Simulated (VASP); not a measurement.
Write the native input for VASP 6.6.1 that does the following.

```yaml
Task: single point
Functional: r2SCAN
Potentials_or_basis: VASP PAW PBE potentials, release 64 (C, Si)
Cutoff: 520 eV
k_mesh: 9 × 9 × 4
Occupations: gaussian, width 0.01 eV
Spin: no spin polarisation
Dipole_correction: no
Further_INCAR_settings: ALGO = Normal; EDIFF = 1e-07; NBANDS = 21
```

SiC2:

```
C Si
1.0
     2.95916    0.00000    0.00000
    -1.47958    2.56271    0.00000
     0.00000    0.00000    7.24653
C Si
4 2
Direct
  0.00000 0.00000 0.98028
  0.66667 0.33333 0.69104
  0.33333 0.66667 0.33530
  0.66667 0.33333 0.90571
  0.33333 0.66667 0.59532
  0.00000 0.00000 0.24235
```

This cell differs from its parent crystal: volume changed by +3%.

One way to write it, as run:

POSCAR

```
SiC2
1.0
    2.9591576454      0.0000000000      0.0000000000
   -1.4795788227      2.5627056947      0.0000000000
    0.0000000000      0.0000000000      7.2465307247
C Si
4 2
Direct
    0.0000000000      0.0000000000     -0.0197225612
    0.6666666667      0.3333333333      0.6910394813
    0.3333333333      0.6666666667      0.3353027557
    0.6666666667      0.3333333333      0.9057115828
    0.3333333333      0.6666666667      0.5953175289
    0.0000000000      0.0000000000      0.2423512125
```

INCAR.step1

```
  PREC = Accurate
  ENCUT = 520
  ISMEAR = 0
  SIGMA = 0.01
  LREAL = False
  LASPH = True
  NELM = 60
  NBANDS = 21
  GGA = PE
  ALGO = Normal
  EDIFF = 1E-4
  LWAVE = True
  LCHARG = False
```

INCAR.step2

```
  PREC = Accurate
  ENCUT = 520
  EDIFF = 1E-7
  ISMEAR = 0
  SIGMA = 0.01
  LREAL = False
  LASPH = True
  NELM = 60
  ALGO = Normal
  ISIF = 2
  LWAVE = False
  LCHARG = False
  METAGGA = R2SCAN
  LMIXTAU = True
  NBANDS = 21
  ISTART = 1
```

KPOINTS

```
Automatic mesh
0
Gamma
  9 9 4
```

Potentials or basis: VASP PAW PBE potentials, release 64 (C, Si).

Command:

```console
$ cat potpaw_PBE.64/C/POTCAR potpaw_PBE.64/Si/POTCAR > POTCAR
$ cp INCAR.step1 INCAR
$ mpirun -np 1 vasp_std > vasp.out
$ cp INCAR.step2 INCAR
$ mpirun -np 1 vasp_std > vasp.out
```

It gave:

```json
{
 "Pressure": "-7.3 GPa",
 "Largest force": "0.183 eV/Å",
 "Band gap on the k mesh": "1.81 eV, indirect (least direct gap 2.92 eV)"
}
```

Caveat: the PAW data sets were made with another functional, which shifts forces and pressure a little.

Run time: 2.6 min on 1 thread of Intel(R) Xeon(R) Platinum 8488C (Sapphire Rapids), on a shared host, peak memory 0.19 GiB.
